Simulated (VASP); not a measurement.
TiPt3:

```xyz
4
Lattice="3.9228 0.0000 0.0000 0.0000 3.9228 0.0000 0.0000 0.0000 3.9228" Properties=species:S:1:pos:R:3 pbc="T T T"
Pt    1.9614    1.9614    0.0000
Pt    1.9614    0.0000    1.9614
Pt    0.0000    1.9614    1.9614
Ti    0.0000    0.0000    0.0000
```

Base run:

```yaml
Program: VASP 6.6.1
Functional: PBE
Potentials_or_basis: VASP PAW PBE potentials, release 64 (Pt, Ti_sv)
Cutoff: 520 eV
k_mesh: 7 × 7 × 7
Occupations: fermi-dirac, width 0.05 eV
Spin: no spin polarisation
```

Its results: band gap on the k mesh zero (bands 21 and 22 overlap by 1.46 eV); pressure 4.4 GPa.

The run is repeated on the same cell with these changes: functional from PBE to LDA; potentials or basis from VASP PAW PBE potentials, release 64 (Pt, Ti_sv) to VASP PAW LDA potentials, release 64 (Pt, Ti_sv). What comes out?

Band gap on the k mesh zero (bands 21 and 22 overlap by 1.45 eV); pressure -9.2 GPa.

Caveats: spin-orbit coupling is left out, which moves the levels of the heavy elements; the cell stands under pressure (at least some runs); the cell stands under tension (at least some runs).
